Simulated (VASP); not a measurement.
Input of a VASP 6.6.1 run:

Contents of INCAR:

```
SYSTEM = SiC
  PREC = Accurate
  ENCUT = 600
  EDIFF = 1E-6
  ISMEAR = 0
  SIGMA = 0.01
  LREAL = .False.
  LASPH = .True.
  NELM = 120
  ALGO = Normal
  ISIF = 2
  LWAVE = .False.
  LCHARG = .False.
  GGA = PS
  NBANDS = 11
  GGA_COMPAT = .False.
```

Contents of KPOINTS:

```
Automatic mesh
0
Gamma
  10 10 10
  0 0 0
```

POSCAR

```
SiC
1.0
    0.0000000000      2.0890590577      2.0890590577
    2.0890590577      0.0000000000      2.0890590577
    2.0890590577      2.0890590577      0.0000000000
Si C
1 1
Direct
    0.0000000000      0.0000000000      0.0000000000
    0.2500000000      0.2500000000      0.2500000000
```

Potentials or basis: VASP PAW PBE potentials, release 64 (Si, C).

Launch:

```bash
$ cat potpaw_PBE.64/Si/POTCAR potpaw_PBE.64/C/POTCAR > POTCAR
$ mpirun -np 1 vasp_std > vasp.out
```

**Question.** Estimate the pressure.

**Answer.** 35.7 GPa.

**Question.** What does it give for the band gap on the k mesh?

**Answer.** 1.11 eV, indirect (least direct gap 4.56 eV).

Caveat: the PAW data sets were made with another functional, which shifts forces and pressure a little. A k mesh can miss the band edges.
